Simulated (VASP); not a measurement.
# Pb (P6_3/mmc) in VASP: notebook, part 2 of 3

VASP 6.6.1. The steps go on from the part before.

## (3) Single point, PBEsol (volume scaled by 1.06)

Input file INCAR:

```
SYSTEM = Pb
PREC = Accurate
ENCUT = 520
EDIFF = 1E-7
ISMEAR = -1
SIGMA = 0.05
LREAL = .False.
LASPH = .True.
NELM = 60
ALGO = Fast
ISIF = 2
LWAVE = .False.
LCHARG = .True.
GGA = PS
LELF = .True.
LVHAR = .True.
NBANDS = 36
```

Input file KPOINTS:

```
Automatic mesh
0
Gamma
  9 9 3
  0 0 0
```

Input file POSCAR:

```
Pb
1.0
    3.5934889096      0.0000000000      0.0000000000
   -1.7967444549      3.1120526840      0.0000000000
    0.0000000000      0.0000000000     11.7206959463
Pb
4
Direct
    0.6666666667      0.3333333333      0.7500000000
    0.0000000000      0.0000000000      0.5000000000
    0.3333333333      0.6666666667      0.2500000000
    0.0000000000      0.0000000000      0.0000000000
```

Potentials or basis: VASP PAW PBE potentials, release 64 (Pb_d).

On the command line:

```console
cat potpaw_PBE.64/Pb_d/POTCAR > POTCAR
mpirun -np 1 vasp_std > vasp.out
```

OUTCAR:

```text
SYSTEM = Pb
   PREC = Accurate
   ENCUT = 520
   EDIFF = 1E-7
   ISMEAR = -1
   LREAL = .False.
   LASPH = .True.
   NELM = 60
   ISIF = 2
   GGA = PS

 ion  position               nearest neighbor table
   1  0.667  0.333  0.750-   2 3.59   4 3.59   2 3.59   4 3.59   2 3.59   4 3.59
   2  0.000  0.000  0.500-   1 3.59   3 3.59   1 3.59   3 3.59   1 3.59   3 3.59
   3  0.333  0.667  0.250-   2 3.59   4 3.59   2 3.59   4 3.59   2 3.59   4 3.59
   4  0.000  0.000  0.000-   1 3.59   3 3.59   1 3.59   3 3.59   1 3.59   3 3.59

  LATTYP: Found a hexagonal cell.
 ALAT       =     3.5934889096
 C/A-ratio  =     3.2616480087

  Lattice vectors:

 A1 = (   3.5934889096,   0.0000000000,   0.0000000000)
 A2 = (  -1.7967444549,   3.1120526840,   0.0000000000)
 A3 = (   0.0000000000,   0.0000000000,  11.7206959463)

Analysis of symmetry for initial positions (statically):
=====================================================================
 Subroutine PRICEL returns:
 Original cell was already a primitive cell.

 Routine SETGRP: Setting up the symmetry group for a
 hexagonal supercell.

 Subroutine GETGRP returns: Found 24 space group operations
 (whereof 12 operations were pure point group operations)
 out of a pool of 24 trial point group operations.

The static configuration has the point symmetry D_3d.
 The point group associated with its full space group is D_6h.

Analysis of symmetry for dynamics (positions and initial velocities):
=====================================================================
 Subroutine PRICEL returns:
 Original cell was already a primitive cell.

 Routine SETGRP: Setting up the symmetry group for a
 hexagonal supercell.

 Subroutine GETGRP returns: Found 24 space group operations
 (whereof 12 operations were pure point group operations)
 out of a pool of 24 trial point group operations.

The dynamic configuration has the point symmetry D_3d.
 The point group associated with its full space group is D_6h.

 Subroutine INISYM returns: Found 24 space group operations
 (whereof 12 operations are pure point group operations),
 and found     1 'primitive' translations

----------------------------------------------------------------------------------------

                                     Primitive cell

  volume of cell :     131.0740

  direct lattice vectors                    reciprocal lattice vectors
     3.593488910  0.000000000  0.000000000     0.278281087  0.160665661  0.000000000
    -1.796744455  3.112052684  0.000000000     0.000000000  0.321331321  0.000000000
     0.000000000  0.000000000 11.720695946     0.000000000  0.000000000  0.085319166

  length of vectors
     3.593488910  3.593488910 11.720695946     0.321331321  0.321331321  0.085319166

  position of ions in fractional coordinates (direct lattice)
     0.666666667  0.333333333  0.750000000
     0.000000000  0.000000000  0.500000000
     0.333333333  0.666666667  0.250000000
     0.000000000  0.000000000  0.000000000

  ion indices of the primitive-cell ions
   primitive index   ion index
                 1           1
                 2           2
                 3           3
                 4           4

----------------------------------------------------------------------------------------

 KPOINTS: Automatic mesh

Automatic generation of k-mesh.
 Grid dimensions read from file:
 generate k-points for:    9    9    3

 Generating k-lattice:

  Cartesian coordinates                     Fractional coordinates (reciprocal lattice)
     0.030920121  0.017851740  0.000000000     0.111111111  0.000000000  0.000000000
     0.000000000  0.035703480  0.000000000     0.000000000  0.111111111  0.000000000
     0.000000000  0.000000000  0.028439722     0.000000000  0.000000000  0.333333333

  Length of vectors
     0.035703480  0.035703480  0.028439722

  Shift w.r.t. Gamma in fractional coordinates (k-lattice)
     0.000000000  0.000000000  0.000000000

 Subroutine IBZKPT returns following result:
 ===========================================

 Found     24 irreducible k-points:

 Following reciprocal coordinates:
            Coordinates               Weight
  0.000000  0.000000  0.000000      1.000000
  0.111111  0.000000  0.000000      6.000000
  0.222222  0.000000  0.000000      6.000000
  0.333333  0.000000  0.000000      6.000000
  0.444444  0.000000  0.000000      6.000000
  0.111111  0.111111  0.000000      6.000000
[... 16 lines left out ...]
  0.333333  0.222222  0.333333     24.000000
  0.333333  0.333333  0.333333      4.000000
   k-points           NKPTS =     24   k-points in BZ     NKDIM =     24   number of bands    NBANDS=     36
   number of dos      NEDOS =    301   number of ions     NIONS =      4
   total plane-waves  NPLWV =  70560
   dimension x,y,z NGX =    28 NGY =   28 NGZ =   90
   dimension x,y,z NGXF=    56 NGYF=   56 NGZF=  180
   ions per type =               4
   NGX,Y,Z   is equivalent  to a cutoff of  12.95, 12.95, 12.77 a.u.
   NGXF,Y,Z  is equivalent  to a cutoff of  25.91, 25.91, 25.53 a.u.
 SYSTEM =  Pb
   PREC   = accura    normal or accurate (medium, high low for compatibility)
   ISTART =      0    job   : 0-new  1-cont  2-samecut
   ICHARG =      2    charge: 1-file 2-atom 10-const
   ISPIN  =      1    spin polarized calculation?
   LNONCOLLINEAR =      F non collinear calculations
   LSORBIT =      F    spin-orbit coupling
   LASPH  =      T    aspherical Exc in radial PAW
   ENCUT  =  520.0 eV  38.22 Ry    6.18 a.u.   6.68  6.68 21.79*2*pi/ulx,y,z
   NELM   =     60;   NELMIN=  2; NELMDL= -5     # of ELM steps
   EDIFF  = 0.1E-06   stopping-criterion for ELM
   LREAL  =      F    real-space projection
   EDIFFG = 0.1E-05   stopping-criterion for IOM
   NSW    =      0    number of steps for IOM
   IBRION =     -1    ionic relax: 0-MD 1-quasi-New 2-CG
   NFREE  =      0    steps in history (QN), initial steepest desc. (CG)
   ISIF   =      2    stress and relaxation
   ISYM   =      2    0-nonsym 1-usesym 2-fastsym
   POTIM  = 0.5000    time-step for ionic-motion
   TEBEG  =    0.0;   TEEND  =   0.0 temperature during run
   PSTRESS=    0.0 pullay stress
   NELECT =      56.0000    total number of electrons
   NUPDOWN=      -1.0000    fix difference up-down
   EMIN   =  10.00;   EMAX   =-10.00  energy-range for DOS
   EFERMI =   0.00;   METHOD = LEGACY
   ISMEAR =    -1;   SIGMA  =   0.05  broadening in eV -4-tet -1-fermi 0-gaus
   EFERMI_NEDOS =   21; number of points for ismear=-14 and -15
   IALGO  =     68    algorithm
   IMIX   =      4    mixing-type and parameters
     AMIX     =   0.40;   BMIX     =  1.00
     AMIX_MAG =   1.60;   BMIX_MAG =  1.00
  volume/ion in A,a.u.               =      32.77       221.13
  Fermi-wavevector in a.u.,A,eV,Ry     =   1.233006  2.330044 20.684998  1.520304
  Thomas-Fermi vector in A             =   2.367754
   LORBIT       =      0    0 simple, 1 ext, 2 COOP (PROOUT), +10 PAW based schemes
   GGA     = PS    functional components
   LHFCALC =     F    Hartree Fock is set to
   AEXX    =    0.0000 exact exchange contribution
   IVDW    =     0    specifies the selected vdW correction
   LEPSILON=     F    determine dielectric tensor
   LRPA    =     F    only Hartree local field effects (RPA)
 non-spin polarized calculation
 RMM-DIIS sequential band-by-band and
  energy-cutoff  :      520.00
  volume of cell :      131.07
 maximum number of plane-waves:      3556
 NGX is ok and might be reduce to    28
   NGX = 13   NGY = 13   NGZ = 43

 number of electron      55.9999990 magnetization

 Free energy of the ion-electron system (eV)
  ---------------------------------------------------
  ext. energy  EPLUGINS =         0.00000000
  ---------------------------------------------------
  free energy    TOTEN  =       -15.88465000 eV

  energy without entropy =      -15.87496012  energy(sigma->0) =      -15.87980506

 E-fermi :   6.2420     XC(G=0):  -9.9755

 val. band max:        6.1839023834   @ k =   0.3333   0.1111   0.3333
 cond. band min:       6.3908464023   @ k =   0.2222   0.0000   0.0000
 fundamental gap:      0.2069440189
 Fermi energy:         6.2420376410

 k-point     1 :       0.0000    0.0000    0.0000
  band No.  band energies     occupation
      1     -10.7165      2.00000
      2     -10.7110      2.00000
      3     -10.6969      2.00000
      4     -10.6969      2.00000
      5     -10.6820      2.00000
      6     -10.6820      2.00000
[... 925 lines left out ...]
     35       9.0985      0.00000
     36       9.8575      0.00000

------------------------ aborting loop because EDIFF is reached ----------------------------------------

  FORCE on cell =-STRESS in cart. coord.  units (eV):
  Direction    XX          YY          ZZ          XY          YZ          ZX
  --------------------------------------------------------------------------------------
  -------------------------------------------------------------------------------------
  Total       -3.0831631     -3.0831631     -2.8404905      0.0000000      0.0000000     -0.0000000
  in kB      -37.6869009    -37.6869009    -34.7206047      0.0000000      0.0000000     -0.0000000
  external PRESSURE =     -36.6981355 kB  Pullay stress =       0.0000000 kB

 VOLUME and BASIS-vectors are now :
 -----------------------------------------------------------------------------
  energy-cutoff  :      520.00
  volume of cell :      131.07
      direct lattice vectors                 reciprocal lattice vectors
     3.593488910  0.000000000  0.000000000     0.278281087  0.160665661  0.000000000
    -1.796744455  3.112052684  0.000000000     0.000000000  0.321331321  0.000000000
     0.000000000  0.000000000 11.720695946     0.000000000  0.000000000  0.085319166

 POSITION                                       TOTAL-FORCE (eV/Angst)
 -----------------------------------------------------------------------------------
      1.79674      1.03735      8.79052        -0.000000      0.000000      0.000000
      0.00000      0.00000      5.86035        -0.000000     -0.000000     -0.000000
     -0.00000      2.07470      2.93017         0.000000     -0.000000      0.000000
      0.00000      0.00000      0.00000        -0.000000     -0.000000     -0.000000
 -----------------------------------------------------------------------------------
    total drift:                                0.000000     -0.000000      0.000000

  FREE ENERGIE OF THE ION-ELECTRON SYSTEM (eV)
  ---------------------------------------------------
  free  energy   TOTEN  =       -15.8846500028 eV

  energy  without entropy=      -15.8749601234  energy(sigma->0) =      -15.87980506
```

Wall time 4.6 min (1 thread of Intel Xeon 6975P-C, shared host); peak memory 0.29 GiB.

What came out:

```yaml
Free_energy: -15.8847 eV
Pressure: -3.7 GPa
Band_gap_on_the_k_mesh: zero (band 28 reaches 11.49 eV, above the bottom of band 29 at 4.38 eV)
```

Caveat: the PAW data sets were made with another functional, which shifts forces and pressure a little; spin-orbit coupling is left out, which moves the levels of the heavy elements.

(Part 2 of 3 ends here.)
